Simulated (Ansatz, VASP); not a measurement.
**Two plane-wave programs on CrSbC3**

File INCAR:

```
PREC = Accurate
ENCUT = 700
EDIFF = 1E-7
ISMEAR = 0
SIGMA = 0.1
LREAL = False
LASPH = True
NELM = 120
ALGO = Normal
ISIF = 3
LWAVE = False
LCHARG = False
GGA = PE
IBRION = 2
NSW = 90
EDIFFG = -0.04
GGA_COMPAT = False
NELMIN = 4
```

KPOINTS

```
Automatic mesh
0
Gamma
  4 4 4
```

Contents of POSCAR:

```
CrSbC3
1.0
    3.7535285551      0.0000000000      0.0000000000
    0.0000000000      3.7535285551      0.0000000000
    0.0000000000      0.0000000000      3.8005652538
Cr Sb C
1 1 3
Direct
    0.5000000000      0.5000000000      0.5150000000
    0.0000000000      0.0000000000      0.0000000000
    0.5000000000      0.5000000000      0.9750000000
    0.0000000000      0.5000000000      0.4850000000
    0.5000000000      0.0000000000      0.4850000000
```

Input for Ansatz:

```yaml
crystal:
  lattice:
    - [3.7535285551, 0.0, 0.0]
    - [0.0, 3.7535285551, 0.0]
    - [0.0, 0.0, 3.8005652538]
  atoms:
    - { symbol: Cr, position: [0.5, 0.5, 0.515] }
    - { symbol: Sb, position: [0.0, 0.0, 0.0] }
    - { symbol: C, position: [0.5, 0.5, 0.975] }
    - { symbol: C, position: [0.0, 0.5, 0.485] }
    - { symbol: C, position: [0.5, 0.0, 0.485] }
basis:
  ecutwfc: 420
kpoints:
  mp_grid: { grid: [4, 4, 4] }
hamiltonian:
  xc: pbe
scf:
  occupations: { method: gaussian, width: 0.1 }
  lower_state_search: "off"
output:
  forces: true
  stress: true
  eigenvalues: true
relax:
  adjacent_minimum: "off"
  f_tol: 0.04
  max_steps: 70
  cell: { stress_tol: 0.4 }
```

Alike in both runs: task relaxation of cell and atoms; functional PBE; k mesh 4 × 4 × 4; occupations gaussian, width 0.1 eV; no spin polarisation.

```csv
,VASP,Ansatz
version,VASP 6.6.1,Ansatz 0.2.0
potentials or method,"VASP PAW PBE potentials, release 64 (Cr_sv, Sb_d_GW, C), cutoff 700 eV","scalar-relativistic, plane waves, PAW"
valence electrons in the cell,41,41
```

Ansatz gave:

```
gap on the k mesh at the Fermi level, each at its own relaxed structure (eV)  : none
relaxed volume (Å³/atom)                                                      : 12.50
relaxed length of the cell vector where the two differ most in proportion (Å) : 4.031
```

Question: What did VASP give for the same quantities?

Answer: gap on the k mesh at the Fermi level, each at its own relaxed structure (eV): none; relaxed volume (Å³/atom): 11.95; relaxed length of the cell vector where the two differ most in proportion (Å): 3.888.

A gap of «none» marks a metal or a gap that the smearing closes.

The k mesh is coarse, so the values compare programs but aren't converged. Neither program's run includes spin-orbit coupling.
